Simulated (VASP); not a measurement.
# MgH2 (Pbca) in VASP: notebook

MgH2 is run at these levels: PBE, r2SCAN; tasks: electric field gradients.

All numbers are computed with VASP 6.6.1; they aren't measurements. Logs are shortened: lines on timing, memory, paths and dates and some standing lists are left out, and cuts for length are marked.

## 1. The cell of the first run

The structure is orthorhombic, space group Pbca (No. 61). The conventional cell has a = 4.722 Å, b = 9.306 Å, c = 4.870 Å, α = 90.00°, β = 90.00°, γ = 90.00°. Mg (site symmetry 1) has 7 H at 1.89 to 2.16 Å within 2.5 Å. H (site symmetry 1) has 4 Mg at 1.98 to 2.16 Å and 6 H at 2.36 to 2.59 Å within 2.6 Å. H (site symmetry 1) has 3 Mg at 1.89 to 2.05 Å and 1 H at 2.38 Å within 2.5 Å.

## 2. Electric field gradients, PBE

The input, INCAR:

```
PREC = Accurate
ENCUT = 520
EDIFF = 1E-8
ISMEAR = -1
SIGMA = 0.02
LREAL = Auto
LASPH = True
NELM = 100
ALGO = Normal
ISIF = 2
LWAVE = False
LCHARG = False
GGA = PE
LEFG = True
NBANDS = 34
```

The input, KPOINTS:

```
Automatic mesh
0
Gamma
  6 3 6
```

The input, POSCAR:

```
MgH2
1.0
    4.7219359600      0.0000000000      0.0000000000
    0.0000000000      9.3057905200      0.0000000000
    0.0000000000      0.0000000000      4.8702861200
Mg H
8 16
Direct
    0.2748243700      0.1178063900      0.0286191600
    0.2251756300      0.8821936100      0.5286191600
    0.7251756300      0.6178063900      0.4713808400
    0.7748243700      0.1178063900      0.4713808400
    0.7748243700      0.3821936100      0.9713808400
    0.2748243700      0.3821936100      0.5286191600
    0.2251756300      0.6178063900      0.0286191600
    0.7251756300      0.8821936100      0.9713808400
    0.5114215700      0.4747625000      0.2422186000
    0.0114215700      0.4747625000      0.2577814000
    0.0114215700      0.0252375000      0.7577814000
    0.9885784300      0.5252375000      0.7422186000
    0.3362610700      0.7038387800      0.3776530300
    0.3362610700      0.7961612200      0.8776530300
    0.4885784300      0.9747625000      0.2577814000
    0.9885784300      0.9747625000      0.2422186000
    0.8362610700      0.7961612200      0.6223469700
    0.8362610700      0.7038387800      0.1223469700
    0.5114215700      0.0252375000      0.7422186000
    0.4885784300      0.5252375000      0.7577814000
    0.6637389300      0.2038387800      0.1223469700
    0.1637389300      0.2961612200      0.8776530300
    0.1637389300      0.2038387800      0.3776530300
    0.6637389300      0.2961612200      0.6223469700
```

Potentials or basis: VASP PAW PBE potentials, release 64 (Mg, H).

On the command line:

```sh
$ cat potpaw_PBE.64/Mg/POTCAR potpaw_PBE.64/H/POTCAR > POTCAR
$ mpirun -np 1 vasp_std > vasp.out
```

OUTCAR:

```text
PREC = Accurate
   ENCUT = 520
   EDIFF = 1E-8
   ISMEAR = -1
   LREAL = Auto
   LASPH = True
   NELM = 100
   ISIF = 2
   GGA = PE

 ion  position               nearest neighbor table
   1  0.275  0.118  0.029-  22 1.89  23 1.95  19 1.98  11 2.01  15 2.01  21 2.05  16 2.16   8 3.07
                             4 3.20   4 3.20   2 3.29   2 3.29   8 3.41   5 3.42   5 3.42   6 3.46
   2  0.225  0.882  0.529-  13 1.89  14 1.95  16 1.98  15 2.01  11 2.01  17 2.05  19 2.16   4 3.07
                             8 3.20   8 3.20   1 3.29   1 3.29   4 3.41   3 3.42   3 3.42   7 3.46
   3  0.725  0.618  0.471-  17 1.89  18 1.95  20 1.98  12 2.01   9 2.01  13 2.05  10 2.16   6 3.07
                             7 3.20   7 3.20   5 3.29   5 3.29   6 3.41   2 3.42   2 3.42   8 3.46
   4  0.775  0.118  0.471-  24 1.89  21 1.95  11 1.98  19 2.01  16 2.01  23 2.05  15 2.16   2 3.07
                             1 3.20   1 3.20   8 3.29   8 3.29   2 3.41   6 3.42   6 3.42   5 3.46
   5  0.775  0.382  0.971-  21 1.89  24 1.95  10 1.98   9 2.01  12 2.01  22 2.05  20 2.16   7 3.07
                             6 3.20   6 3.20   3 3.29   3 3.29   7 3.41   1 3.42   1 3.42   4 3.46
   6  0.275  0.382  0.529-  23 1.89  22 1.95   9 1.98  10 2.01  20 2.01  24 2.05  12 2.16   3 3.07
                             5 3.20   5 3.20   7 3.29   7 3.29   3 3.41   4 3.42   4 3.42   1 3.46
   7  0.225  0.618  0.029-  14 1.89  13 1.95  12 1.98  20 2.01  10 2.01  18 2.05   9 2.16   5 3.07
                             3 3.20   3 3.20   6 3.29   6 3.29   5 3.41   8 3.42   8 3.42   2 3.46
   8  0.725  0.882  0.971-  18 1.89  17 1.95  15 1.98  16 2.01  19 2.01  14 2.05  11 2.16   1 3.07
                             2 3.20   2 3.20   4 3.29   4 3.29   1 3.41   7 3.42   7 3.42   3 3.46
   9  0.511  0.475  0.242-   6 1.98   5 2.01   3 2.01   7 2.16
  10  0.011  0.475  0.258-   5 1.98   6 2.01   7 2.01   3 2.16
  11  0.011  0.025  0.758-   4 1.98   1 2.01   2 2.01   8 2.16
  12  0.989  0.525  0.742-   7 1.98   3 2.01   5 2.01   6 2.16
  13  0.336  0.704  0.378-   2 1.89   7 1.95   3 2.05
  14  0.336  0.796  0.878-   7 1.89   2 1.95   8 2.05
  15  0.489  0.975  0.258-   8 1.98   2 2.01   1 2.01   4 2.16
  16  0.989  0.975  0.242-   2 1.98   8 2.01   4 2.01   1 2.16
  17  0.836  0.796  0.622-   3 1.89   8 1.95   2 2.05
  18  0.836  0.704  0.122-   8 1.89   3 1.95   7 2.05
  19  0.511  0.025  0.742-   1 1.98   4 2.01   8 2.01   2 2.16
  20  0.489  0.525  0.758-   3 1.98   7 2.01   6 2.01   5 2.16
  21  0.664  0.204  0.122-   5 1.89   4 1.95   1 2.05
  22  0.164  0.296  0.878-   1 1.89   6 1.95   5 2.05
  23  0.164  0.204  0.378-   6 1.89   1 1.95   4 2.05
  24  0.664  0.296  0.622-   4 1.89   5 1.95   6 2.05

  LATTYP: Found a simple orthorhombic cell.
 ALAT       =     4.7219359600
 B/A-ratio  =     1.0314172325
 C/A-ratio  =     1.9707574603

  Lattice vectors:

 A1 = (  -4.7219359600,   0.0000000000,   0.0000000000)
 A2 = (   0.0000000000,   0.0000000000,   4.8702861200)
 A3 = (   0.0000000000,   9.3057905200,   0.0000000000)

Analysis of symmetry for initial positions (statically):
=====================================================================
 Subroutine PRICEL returns:
 Original cell was already a primitive cell.

 Routine SETGRP: Setting up the symmetry group for a
 simple orthorhombic supercell.

 Subroutine GETGRP returns: Found  8 space group operations
 (whereof  2 operations were pure point group operations)
 out of a pool of  8 trial point group operations.

The static configuration has the point symmetry S_2 .
 The point group associated with its full space group is D_2h.

Analysis of symmetry for dynamics (positions and initial velocities):
=====================================================================
 Subroutine PRICEL returns:
 Original cell was already a primitive cell.

 Routine SETGRP: Setting up the symmetry group for a
 simple orthorhombic supercell.

 Subroutine GETGRP returns: Found  8 space group operations
 (whereof  2 operations were pure point group operations)
 out of a pool of  8 trial point group operations.

The dynamic configuration has the point symmetry S_2 .
 The point group associated with its full space group is D_2h.

 Subroutine INISYM returns: Found  8 space group operations
 (whereof  2 operations are pure point group operations),
 and found     1 'primitive' translations

----------------------------------------------------------------------------------------

                                     Primitive cell

[... 151 lines left out ...]
   IALGO  =     38    algorithm
   IMIX   =      4    mixing-type and parameters
     AMIX     =   0.40;   BMIX     =  1.00
     AMIX_MAG =   1.60;   BMIX_MAG =  1.00
  volume/ion in A,a.u.               =       8.92        60.17
  Fermi-wavevector in a.u.,A,eV,Ry     =   0.868925  1.642030 10.272812  0.755030
  Thomas-Fermi vector in A             =   1.987673
   LORBIT       =      0    0 simple, 1 ext, 2 COOP (PROOUT), +10 PAW based schemes
   GGA     = PE    functional components
   LHFCALC =     F    Hartree Fock is set to
   AEXX    =    0.0000 exact exchange contribution
   IVDW    =     0    specifies the selected vdW correction
   LEPSILON=     F    determine dielectric tensor
   LRPA    =     F    only Hartree local field effects (RPA)
 non-spin polarized calculation
  energy-cutoff  :      520.00
  volume of cell :      214.01
 maximum number of plane-waves:      5788
 NGX is ok and might be reduce to    36
   NGX = 17   NGY = 35   NGZ = 19

 number of electron      32.0000007 magnetization

 Free energy of the ion-electron system (eV)
  ---------------------------------------------------
  ext. energy  EPLUGINS =         0.00000000
  ---------------------------------------------------
  free energy    TOTEN  =       -69.57848557 eV

  energy without entropy =      -69.57848557  energy(sigma->0) =      -69.57848557

 E-fermi :   1.8676     XC(G=0):  -8.9920

 val. band max:        1.4633439929   @ k =   0.0000   0.0000   0.0000
 cond. band min:       3.4858817316   @ k =   0.0000   0.0000   0.0000
 fundamental gap:      2.0225377387
 Fermi energy:         1.8676316297

 k-point     1 :       0.0000    0.0000    0.0000
  band No.  band energies     occupation
      1      -7.0232      2.00000
      2      -5.7887      2.00000
      3      -5.0687      2.00000
      4      -2.6169      2.00000
      5      -2.2470      2.00000
      6      -2.1307      2.00000
[... 733 lines left out ...]
     27       8.7084      0.00000
     28       8.7084      0.00000

 [... further k-points ...]

 [bands above 28 left out]

------------------------ aborting loop because EDIFF is reached ----------------------------------------

  FORCE on cell =-STRESS in cart. coord.  units (eV):
  Direction    XX          YY          ZZ          XY          YZ          ZX
  --------------------------------------------------------------------------------------
  -------------------------------------------------------------------------------------
  Total        1.5863512      0.9900159      1.1694325      0.0000000      0.0000000      0.0000000
  in kB       11.8763254      7.4118211      8.7550356      0.0000000      0.0000000      0.0000000
  external PRESSURE =       9.3477274 kB  Pullay stress =       0.0000000 kB

 VOLUME and BASIS-vectors are now :
 -----------------------------------------------------------------------------
  energy-cutoff  :      520.00
  volume of cell :      214.01
      direct lattice vectors                 reciprocal lattice vectors
     4.721935960  0.000000000  0.000000000     0.211777544  0.000000000  0.000000000
     0.000000000  9.305790520  0.000000000     0.000000000  0.107459973  0.000000000
     0.000000000  0.000000000  4.870286120     0.000000000  0.000000000  0.205326746

 POSITION                                       TOTAL-FORCE (eV/Angst)
 -----------------------------------------------------------------------------------
      1.29770      1.09628      0.13938        -0.009439     -0.059612      0.007631
      1.06326      8.20951      2.57453         0.009439      0.059612      0.007631
      3.42423      5.74918      2.29576         0.009439     -0.059612     -0.007631
      3.65867      1.09628      2.29576        -0.009439     -0.059612     -0.007631
      3.65867      3.55661      4.73090        -0.009439      0.059612     -0.007631
      1.29770      3.55661      2.57453        -0.009439      0.059612      0.007631
[... 16 lines left out ...]
      0.77316      1.89688      1.83928         0.005557     -0.038377      0.027085
      3.13413      2.75601      3.03101         0.005557      0.038377     -0.027085
 -----------------------------------------------------------------------------------
    total drift:                                0.000000     -0.000000      0.000000

  FREE ENERGIE OF THE ION-ELECTRON SYSTEM (eV)
  ---------------------------------------------------
  free  energy   TOTEN  =       -69.5784855714 eV

  energy  without entropy=      -69.5784855713  energy(sigma->0) =      -69.57848557

 Electric field gradients (V/A^2)
---------------------------------------------------------------------
 ion       V_xx      V_yy      V_zz      V_xy      V_xz      V_yz
---------------------------------------------------------------------
   1       4.742    -2.239    -2.503     5.551    -2.038    -0.680
   2       4.742    -2.239    -2.503     5.551     2.038     0.680
   3       4.742    -2.239    -2.503    -5.551    -2.038     0.680
   4       4.742    -2.239    -2.503     5.551     2.038     0.680
   5       4.742    -2.239    -2.503    -5.551     2.038    -0.680
   6       4.742    -2.239    -2.503    -5.551    -2.038     0.680
[... 16 lines left out ...]
  23      -1.147     1.222    -0.075     2.181    -1.286     3.628
  24      -1.147     1.222    -0.075    -2.181     1.286     3.628
---------------------------------------------------------------------

 Electric field gradients after diagonalization (V/A^2)
 (convention: |V_zz| > |V_xx| > |V_yy|)
----------------------------------------------------------------------
 ion       V_xx      V_yy      V_zz     asymmetry (V_yy - V_xx)/ V_zz
----------------------------------------------------------------------
   1      -5.365    -2.860     8.225       0.305
   2      -5.365    -2.860     8.225       0.305
   3      -5.365    -2.860     8.225       0.305
   4      -5.365    -2.860     8.225       0.305
   5      -5.365    -2.860     8.225       0.305
   6      -5.365    -2.860     8.225       0.305
[... 16 lines left out ...]
  23       4.409     0.326    -4.735       0.862
  24       4.409     0.326    -4.735       0.862
----------------------------------------------------------------------

           NMR quadrupolar parameters

 Cq : quadrupolar parameter    Cq=e*Q*V_zz/h
 eta: asymmetry parameters     (V_yy - V_xx)/ V_zz
 Q  : nuclear electric quadrupole moment in mb (millibarn)
----------------------------------------------------------------------
 ion       Cq(MHz)       eta       Q (mb)
----------------------------------------------------------------------
   1       0.020       0.305       1.000
   2       0.020       0.305       1.000
   3       0.020       0.305       1.000
   4       0.020       0.305       1.000
   5       0.020       0.305       1.000
   6       0.020       0.305       1.000
[... 16 lines left out ...]
  23      -0.011       0.862       1.000
  24      -0.011       0.862       1.000
----------------------------------------------------------------------
```

It took 4.1 min on 1 thread of AMD EPYC 9R45 (Zen 5), shared host; peak memory 0.33 GiB.

What came out:

| Quantity | Value |
| --- | --- |
| Free energy | -69.5785 eV |
| Pressure | 0.9 GPa |
| Largest force | 0.061 eV/Å |
| Band gap on the k mesh | 2.02 eV, direct |

Forces on the atoms (eV/Å):
```
Mg  -0.009 -0.060  0.008
Mg   0.009  0.060  0.008
Mg   0.009 -0.060 -0.008
Mg  -0.009 -0.060 -0.008
Mg  -0.009  0.060 -0.008
Mg  -0.009  0.060  0.008
Mg   0.009 -0.060  0.008
Mg   0.009  0.060 -0.008
H    0.015 -0.017 -0.011
H    0.015 -0.017  0.011
H    0.015  0.017  0.011
H   -0.015  0.017 -0.011
H   -0.006 -0.038  0.027
H   -0.006  0.038  0.027
H   -0.015 -0.017  0.011
H   -0.015 -0.017 -0.011
H   -0.006  0.038 -0.027
H   -0.006 -0.038 -0.027
H    0.015  0.017 -0.011
H   -0.015  0.017  0.011
H    0.006 -0.038 -0.027
H    0.006  0.038  0.027
H    0.006 -0.038  0.027
H    0.006  0.038 -0.027
```

Stress tensor (GPa, compression positive):
```
1.19 0.00 0.00
0.00 0.74 0.00
0.00 0.00 0.88
```

Levels at points of the mesh, in eV from the valence-band top:
```csv
k point,band 12,band 13,band 14,band 15,band 16,band 17,band 18,band 19,band 20,band 21
"(0.00, 0.00, 0.00)",-1.89,-1.79,-1.71,-0.10,0.00,2.02,2.34,2.81,3.01,3.34
"(0.50, 0.00, 0.00)",-2.14,-1.62,-1.62,-1.24,-1.24,2.92,2.92,3.65,3.65,3.73
"(0.00, 0.00, 0.50)",-1.94,-1.76,-1.76,-0.76,-0.76,2.97,2.97,3.49,3.49,3.99
"(0.50, 0.00, 0.50)",-3.71,-1.58,-1.58,-1.58,-1.58,4.15,4.15,4.15,4.15,6.65
```

Electric field gradients, principal values (V/Å²):
| atom | least | middle | greatest (by size) |
| --- | --- | --- | --- |
| 1 Mg | -2.860 | -5.365 | 8.225 |
| 2 Mg | -2.860 | -5.365 | 8.225 |
| 3 Mg | -2.860 | -5.365 | 8.225 |
| 4 Mg | -2.860 | -5.365 | 8.225 |
| 5 Mg | -2.860 | -5.365 | 8.225 |
| 6 Mg | -2.860 | -5.365 | 8.225 |
| 7 Mg | -2.860 | -5.365 | 8.225 |
| 8 Mg | -2.860 | -5.365 | 8.225 |
| 9 H | -0.300 | -1.785 | 2.085 |
| 10 H | -0.300 | -1.785 | 2.085 |
| 11 H | -0.300 | -1.785 | 2.085 |
| 12 H | -0.300 | -1.785 | 2.085 |
| 13 H | 0.326 | 4.409 | -4.735 |
| 14 H | 0.326 | 4.409 | -4.735 |
| 15 H | -0.300 | -1.785 | 2.085 |
| 16 H | -0.300 | -1.785 | 2.085 |
| 17 H | 0.326 | 4.409 | -4.735 |
| 18 H | 0.326 | 4.409 | -4.735 |
| 19 H | -0.300 | -1.785 | 2.085 |
| 20 H | -0.300 | -1.785 | 2.085 |
| 21 H | 0.326 | 4.409 | -4.735 |
| 22 H | 0.326 | 4.409 | -4.735 |
| 23 H | 0.326 | 4.409 | -4.735 |
| 24 H | 0.326 | 4.409 | -4.735 |

Caveat: without QUAD_EFG the Cq values of the log hold for a quadrupole moment of 1 mb, not for the nuclei. A k mesh can miss the band edges.

(Continued in part 2 of 2.)
